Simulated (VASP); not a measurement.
# BN (P6_3/mmc) in VASP: notebook

The runs below take BN through single point, with LDA.

Everything below comes from runs of VASP 6.6.1. Logs are shortened: lines on timing, memory, paths and dates and some standing lists are left out, and cuts for length are marked.

## (1) The cell of the first run

It takes space group P6_3/mmc (No. 194, hexagonal). Conventional cell: a = 2.498 Å, b = 2.498 Å, c = 6.636 Å, α = 90.00°, β = 90.00°, γ = 120.00°. B (site symmetry -6m2) has 3 N at 1.44 Å within 1.9 Å. N (site symmetry -6m2) has 3 B at 1.44 Å within 1.9 Å.

## (2) Single point, LDA

File INCAR:

```
PREC     = Accurate       # precision mode
ENCUT    = 600            # plane-wave cutoff, eV
EDIFF    = 1E-6           # SCF threshold, eV
ISMEAR   = 0              # smearing method
SIGMA    = 0.01           # smearing width, eV
LREAL    = F              # projectors in reciprocal space
LASPH    = T              # aspherical terms in the spheres
NELM     = 120            # most SCF steps
ALGO     = Normal         # electronic algorithm
ISIF     = 2              # what is computed and relaxed
LWAVE    = F              # write WAVECAR
LCHARG   = F              # write CHGCAR
GGA      = CA             # functional
NBANDS   = 16             # bands
GGA_COMPAT= F
```

File KPOINTS:

```
Automatic mesh
0
Gamma
  8 8 3
```

File POSCAR:

```
BN
1.0
    2.4982400000      0.0000000000      0.0000000000
   -1.2491200000      2.1635393048      0.0000000000
    0.0000000000      0.0000000000      6.6357000000
B N
2 2
Direct
    0.3333333333      0.6666666667      0.2500000000
    0.6666666667      0.3333333333      0.7500000000
    0.3333333333      0.6666666667      0.7500000000
    0.6666666667      0.3333333333      0.2500000000
```

Potentials or basis: VASP PAW LDA potentials, release 64 (B, N).

Launch:

```sh
> cat potpaw_LDA.64/B/POTCAR potpaw_LDA.64/N/POTCAR > POTCAR
> mpirun -np 1 vasp_std > vasp.out
```

OUTCAR:

```text
PREC = Accurate
   ENCUT = 600
   EDIFF = 1E-6
   ISMEAR = 0
   LREAL = F
   LASPH = T
   NELM = 120
   ISIF = 2
   GGA = CA

 ion  position               nearest neighbor table
   1  0.333  0.667  0.250-   4 1.44   4 1.44   4 1.44
   2  0.667  0.333  0.750-   3 1.44   3 1.44   3 1.44
   3  0.333  0.667  0.750-   2 1.44   2 1.44   2 1.44
   4  0.667  0.333  0.250-   1 1.44   1 1.44   1 1.44

  LATTYP: Found a hexagonal cell.
 ALAT       =     2.4982400000
 C/A-ratio  =     2.6561499296

  Lattice vectors:

 A1 = (   2.4982400000,   0.0000000000,   0.0000000000)
 A2 = (  -1.2491200000,   2.1635393048,   0.0000000000)
 A3 = (   0.0000000000,   0.0000000000,   6.6357000000)

Analysis of symmetry for initial positions (statically):
=====================================================================
 Subroutine PRICEL returns:
 Original cell was already a primitive cell.

 Routine SETGRP: Setting up the symmetry group for a
 hexagonal supercell.

 Subroutine GETGRP returns: Found 24 space group operations
 (whereof 12 operations were pure point group operations)
 out of a pool of 24 trial point group operations.

The static configuration has the point symmetry D_3d.
 The point group associated with its full space group is D_6h.

Analysis of symmetry for dynamics (positions and initial velocities):
=====================================================================
 Subroutine PRICEL returns:
 Original cell was already a primitive cell.

 Routine SETGRP: Setting up the symmetry group for a
 hexagonal supercell.

 Subroutine GETGRP returns: Found 24 space group operations
 (whereof 12 operations were pure point group operations)
 out of a pool of 24 trial point group operations.

The dynamic configuration has the point symmetry D_3d.
 The point group associated with its full space group is D_6h.

 Subroutine INISYM returns: Found 24 space group operations
 (whereof 12 operations are pure point group operations),
 and found     1 'primitive' translations

----------------------------------------------------------------------------------------

                                     Primitive cell

  volume of cell :      35.8662

  direct lattice vectors                    reciprocal lattice vectors
     2.498240000  0.000000000  0.000000000     0.400281798  0.231102804  0.000000000
    -1.249120000  2.163539305  0.000000000     0.000000000  0.462205608  0.000000000
     0.000000000  0.000000000  6.635700000     0.000000000  0.000000000  0.150700002

  length of vectors
     2.498240000  2.498240000  6.635700000     0.462205608  0.462205608  0.150700002

  position of ions in fractional coordinates (direct lattice)
     0.333333333  0.666666667  0.250000000
     0.666666667  0.333333333  0.750000000
     0.333333333  0.666666667  0.750000000
     0.666666667  0.333333333  0.250000000

  ion indices of the primitive-cell ions
   primitive index   ion index
                 1           1
                 2           2
                 3           3
                 4           4

----------------------------------------------------------------------------------------

 KPOINTS: Automatic mesh

Automatic generation of k-mesh.
 Grid dimensions read from file:
 generate k-points for:    8    8    3

 Generating k-lattice:

  Cartesian coordinates                     Fractional coordinates (reciprocal lattice)
     0.050035225  0.028887851  0.000000000     0.125000000 -0.000000000  0.000000000
     0.000000000  0.057775701  0.000000000     0.000000000  0.125000000  0.000000000
     0.000000000  0.000000000  0.050233334     0.000000000  0.000000000  0.333333333

  Length of vectors
     0.057775701  0.057775701  0.050233334

  Shift w.r.t. Gamma in fractional coordinates (k-lattice)
     0.000000000  0.000000000  0.000000000

 Subroutine IBZKPT returns following result:
 ===========================================

 Found     20 irreducible k-points:

 Following reciprocal coordinates:
            Coordinates               Weight
  0.000000  0.000000  0.000000      1.000000
  0.125000  0.000000  0.000000      6.000000
  0.250000  0.000000  0.000000      6.000000
  0.375000  0.000000  0.000000      6.000000
  0.500000  0.000000  0.000000      3.000000
  0.125000  0.125000  0.000000      6.000000
[... 12 lines left out ...]
  0.250000  0.250000  0.333333     12.000000
  0.375000  0.250000  0.333333     12.000000
   k-points           NKPTS =     20   k-points in BZ     NKDIM =     20   number of bands    NBANDS=     16
   number of dos      NEDOS =    301   number of ions     NIONS =      4
   total plane-waves  NPLWV =  21600
   dimension x,y,z NGX =    20 NGY =   20 NGZ =   54
   dimension x,y,z NGXF=    40 NGYF=   40 NGZF=  108
   ions per type =               2   2
   NGX,Y,Z   is equivalent  to a cutoff of  13.31, 13.31, 13.53 a.u.
   NGXF,Y,Z  is equivalent  to a cutoff of  26.62, 26.62, 27.06 a.u.
 SYSTEM =  unknown system
   PREC   = accura    normal or accurate (medium, high low for compatibility)
   ISTART =      0    job   : 0-new  1-cont  2-samecut
   ICHARG =      2    charge: 1-file 2-atom 10-const
   ISPIN  =      1    spin polarized calculation?
   LNONCOLLINEAR =      F non collinear calculations
   LSORBIT =      F    spin-orbit coupling
   LASPH  =      T    aspherical Exc in radial PAW
   ENCUT  =  600.0 eV  44.10 Ry    6.64 a.u.   4.99  4.99 13.25*2*pi/ulx,y,z
   NELM   =    120;   NELMIN=  2; NELMDL= -5     # of ELM steps
   EDIFF  = 0.1E-05   stopping-criterion for ELM
   LREAL  =      F    real-space projection
   EDIFFG = 0.1E-04   stopping-criterion for IOM
   NSW    =      0    number of steps for IOM
   IBRION =     -1    ionic relax: 0-MD 1-quasi-New 2-CG
   NFREE  =      0    steps in history (QN), initial steepest desc. (CG)
   ISIF   =      2    stress and relaxation
   ISYM   =      2    0-nonsym 1-usesym 2-fastsym
   POTIM  = 0.5000    time-step for ionic-motion
   TEBEG  =    0.0;   TEEND  =   0.0 temperature during run
   PSTRESS=    0.0 pullay stress
   NELECT =      16.0000    total number of electrons
   NUPDOWN=      -1.0000    fix difference up-down
   EMIN   =  10.00;   EMAX   =-10.00  energy-range for DOS
   EFERMI =   0.00;   METHOD = LEGACY
   ISMEAR =     0;   SIGMA  =   0.01  broadening in eV -4-tet -1-fermi 0-gaus
   EFERMI_NEDOS =   21; number of points for ismear=-14 and -15
   IALGO  =     38    algorithm
   IMIX   =      4    mixing-type and parameters
     AMIX     =   0.40;   BMIX     =  1.00
     AMIX_MAG =   1.60;   BMIX_MAG =  1.00
  volume/ion in A,a.u.               =       8.97        60.51
  Fermi-wavevector in a.u.,A,eV,Ry     =   1.250891  2.363842 21.289433  1.564729
  Thomas-Fermi vector in A             =   2.384864
   LORBIT       =      0    0 simple, 1 ext, 2 COOP (PROOUT), +10 PAW based schemes
   GGA     = CA    functional components
   LHFCALC =     F    Hartree Fock is set to
   AEXX    =    0.0000 exact exchange contribution
   IVDW    =     0    specifies the selected vdW correction
   LEPSILON=     F    determine dielectric tensor
   LRPA    =     F    only Hartree local field effects (RPA)
 non-spin polarized calculation
 Gauss-broadening in eV      SIGMA  =   0.01
  energy-cutoff  :      600.00
  volume of cell :       35.87
 maximum number of plane-waves:      1213
 NGX is ok and might be reduce to    20
   NGX =  9   NGY =  9   NGZ = 27

 number of electron      16.0000002 magnetization

 Free energy of the ion-electron system (eV)
  ---------------------------------------------------
  ext. energy  EPLUGINS =         0.00000000
  ---------------------------------------------------
  free energy    TOTEN  =       -38.58169679 eV

  energy without entropy =      -38.58169679  energy(sigma->0) =      -38.58169679

 E-fermi :   2.2484     XC(G=0): -10.5395

 val. band max:        2.1968894901   @ k =   0.3750   0.2500   0.0000
 cond. band min:       6.2666487385   @ k =   0.5000   0.0000   0.0000
 fundamental gap:      4.0697592484
 Fermi energy:         2.2483911992

 k-point     1 :       0.0000    0.0000    0.0000
  band No.  band energies     occupation
      1     -15.4490      2.00000
      2     -15.1330      2.00000
      3      -4.1868      2.00000
      4      -1.9676      2.00000
      5       0.8478      2.00000
      6       0.8478      2.00000
[... 8 lines left out ...]
     15      14.6282      0.00000
     16      15.1162      0.00000

 k-point     2 :       0.1250    0.0000    0.0000
  band No.  band energies     occupation
      1     -15.1428      2.00000
      2     -14.8380      2.00000
      3      -3.7630      2.00000
      4      -1.5888      2.00000
      5      -0.3247      2.00000
      6      -0.2903      2.00000
[... 8 lines left out ...]
     15      15.0862      0.00000
     16      15.5520      0.00000

 k-point     3 :       0.2500    0.0000    0.0000
  band No.  band energies     occupation
      1     -14.2639      2.00000
      2     -13.9946      2.00000
      3      -2.8910      2.00000
      4      -2.8279      2.00000
      5      -2.5293      2.00000
      6      -0.7953      2.00000
[... 8 lines left out ...]
     15      17.2817      0.00000
     16      18.1515      0.00000

 k-point     4 :       0.3750    0.0000    0.0000
  band No.  band energies     occupation
      1     -13.0100      2.00000
      2     -12.8147      2.00000
      3      -5.4723      2.00000
      4      -5.3830      2.00000
      5      -1.6685      2.00000
      6      -1.6040      2.00000
[... 8 lines left out ...]
     15      17.4240      0.00000
     16      21.1537      0.00000
[... 248 lines left out ...]
 k-point    18 :       0.3750    0.1250    0.3333
  band No.  band energies     occupation
      1     -12.2530      2.00000
      2     -12.1919      2.00000
      3      -6.2055      2.00000
      4      -6.1653      2.00000
      5      -2.6988      2.00000
      6      -2.6620      2.00000
[... 8 lines left out ...]
     15      17.5670      0.00000
     16      19.5760      0.00000

 k-point    19 :       0.2500    0.2500    0.3333
  band No.  band energies     occupation
      1     -12.3226      2.00000
      2     -12.2463      2.00000
      3      -5.4161      2.00000
      4      -5.3956      2.00000
      5      -3.6775      2.00000
      6      -3.6543      2.00000
[... 8 lines left out ...]
     15      17.2379      0.00000
     16      18.0468      0.00000

 k-point    20 :       0.3750    0.2500    0.3333
  band No.  band energies     occupation
      1     -11.6861      2.00000
      2     -11.6640      2.00000
      3      -6.0715      2.00000
      4      -6.0147      2.00000
      5      -4.3458      2.00000
      6      -4.3155      2.00000
[... 8 lines left out ...]
     15      18.3349      0.00000
     16      18.8423      0.00000

------------------------ aborting loop because EDIFF is reached ----------------------------------------

  FORCE on cell =-STRESS in cart. coord.  units (eV):
  Direction    XX          YY          ZZ          XY          YZ          ZX
  --------------------------------------------------------------------------------------
  -------------------------------------------------------------------------------------
  Total       -0.8039293     -0.8039293     -0.1808967      0.0000000     -0.0000000      0.0000000
  in kB      -35.9122604    -35.9122604     -8.0808237      0.0000000     -0.0000000      0.0000000
  external PRESSURE =     -26.6351148 kB  Pullay stress =       0.0000000 kB

 VOLUME and BASIS-vectors are now :
 -----------------------------------------------------------------------------
  energy-cutoff  :      600.00
  volume of cell :       35.87
      direct lattice vectors                 reciprocal lattice vectors
     2.498240000  0.000000000  0.000000000     0.400281798  0.231102804  0.000000000
    -1.249120000  2.163539305  0.000000000     0.000000000  0.462205608  0.000000000
     0.000000000  0.000000000  6.635700000     0.000000000  0.000000000  0.150700002

 POSITION                                       TOTAL-FORCE (eV/Angst)
 -----------------------------------------------------------------------------------
     -0.00000      1.44236      1.65892        -0.000000     -0.000000      0.000000
      1.24912      0.72118      4.97677         0.000000      0.000000      0.000000
     -0.00000      1.44236      4.97677         0.000000     -0.000000      0.000000
      1.24912      0.72118      1.65892        -0.000000      0.000000      0.000000
 -----------------------------------------------------------------------------------
    total drift:                                0.000000     -0.000000      0.000000

  FREE ENERGIE OF THE ION-ELECTRON SYSTEM (eV)
  ---------------------------------------------------
  free  energy   TOTEN  =       -38.5816967882 eV

  energy  without entropy=      -38.5816967882  energy(sigma->0) =      -38.58169679
```

Run time: 14 s. Hardware: 1 thread of Intel Xeon 8259CL, shared host; peak memory 0.13 GiB.

What came out:

| Property | Result |
| --- | --- |
| Free energy | -38.5817 eV |
| Pressure | -2.7 GPa |
| Band gap on the k mesh | 4.07 eV (least direct gap 4.52 eV) |

Stress tensor (GPa, compression positive):
```
-3.59  0.00  0.00
 0.00 -3.59  0.00
 0.00  0.00 -0.81
```

Caveat: an odd mesh through Γ misses points on the zone boundary, where band edges can lie.

## (3) Single point, LDA

File INCAR:

```
SYSTEM = BN
  PREC = Accurate
  ENCUT = 600
  EDIFF = 1E-6
  ISMEAR = 0
  SIGMA = 0.01
  LREAL = .False.
  LASPH = .True.
  NELM = 120
  ALGO = Normal
  ISIF = 2
  LWAVE = .False.
  LCHARG = .False.
  GGA = CA
  NBANDS = 16
  GGA_COMPAT = .False.
```

File KPOINTS:

```
regular mesh
0
Gamma
  8 8 3
  0 0 0
```

POSCAR is that of step 2.

Potentials or basis: VASP PAW LDA potentials, release 64 (B, N).

Launch:

```sh
> cat potpaw_LDA.64/B/POTCAR potpaw_LDA.64/N/POTCAR > POTCAR
> mpirun -np 1 vasp_std > vasp.out
```

It took 19 s on 1 thread of Intel Xeon 8259CL, shared host; peak memory 0.14 GiB.

Results (log left out):

```yaml
Free_energy: -38.5817 eV
Pressure: -2.7 GPa
Band_gap_on_the_k_mesh: 4.07 eV (least direct gap 4.52 eV)
```

Stress tensor (GPa, compression positive):
```
-3.59  0.00  0.00
 0.00 -3.59  0.00
 0.00  0.00 -0.81
```

Levels at points of the mesh, in eV from the valence-band top:
```
           k point  band 6  band 7  band 8  band 9  band 10  band 11
(0.00, 0.00, 0.00)   -1.35   -1.31   -1.31    4.92    10.05    11.47
(0.50, 0.00, 0.00)   -4.12   -1.51   -0.45    4.07     5.52     9.51
```

Caveat: an odd mesh through Γ misses points on the zone boundary, where band edges can lie.
